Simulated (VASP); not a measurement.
Crystal: Zr3F2.

```
CELL_PARAMETERS angstrom
4.80732 0.00000 0.00000
-2.40366 4.16326 0.00000
0.00000 0.00000 4.06773
ATOMIC_POSITIONS crystal
Zr 0.50000 0.00000 0.00000
Zr 0.00000 0.50000 0.00000
Zr 0.50000 0.50000 0.00000
F 0.00000 0.00000 0.50000
F 0.00000 0.00000 0.00000
```

The cell was built from a structure type or drawn by symmetry, and may not be a known phase.

```yaml
Program: VASP 6.6.1
Task: relaxation of cell and atoms
Functional: PBE
Potentials_or_basis: VASP PAW PBE potentials, release 64 (Zr_sv, F)
Cutoff: 600 eV
k_mesh: 6 × 6 × 4
Occupations: gaussian, width 0.1 eV
Spin: no spin polarisation
```

At the start: pressure 34.3 GPa; volume 16.28 Å³/atom.

How do energy, volume and symmetry change on relaxing?

Over 7 steps the energy falls by 554.2 meV/atom and the volume is 22.22 Å³/atom (+36.5 %); space group P6/mmm (No. 191, to 0.1 Å) before and after.

Step by step:
| step | energy change (eV) | largest force (eV/Å) | pressure (GPa) | volume (Å³) |
| --- | --- | --- | --- | --- |
| 1 | 0.0000 | 0.0000 | 34.26 | 81.41 |
| 2 | -1.8734 | 0.0000 | -9.00 | 128.75 |
| 3 | -2.7418 | 0.0000 | 0.88 | 107.64 |
| 4 | -2.7417 | 0.0000 | 0.50 | 108.21 |
| 5 | -2.7654 | 0.0000 | 0.16 | 109.81 |
| 6 | -2.7706 | 0.0000 | -0.11 | 111.43 |
| 7 | -2.7709 | 0.0000 | -0.05 | 111.09 |

Final structure:
```yaml
crystal:
  lattice:
    - [5.44316, 0.00000, 0.00000]
    - [-2.72158, 4.71391, 0.00000]
    - [0.00000, 0.00000, 4.32959]
  atoms:
    - { symbol: Zr, position: [0.50000, 0.00000, 0.00000] }
    - { symbol: Zr, position: [0.00000, 0.50000, 0.00000] }
    - { symbol: Zr, position: [0.50000, 0.50000, 0.00000] }
    - { symbol: F, position: [0.00000, 0.00000, 0.50000] }
    - { symbol: F, position: [0.00000, 0.00000, 0.00000] }
```

Caveat: the k points lie up to 0.36 Å⁻¹ apart in the final cell, too coarse for converged energies and pressures of a metal; the volume moved by over 15 % at a fixed basis, so the end points are rough.
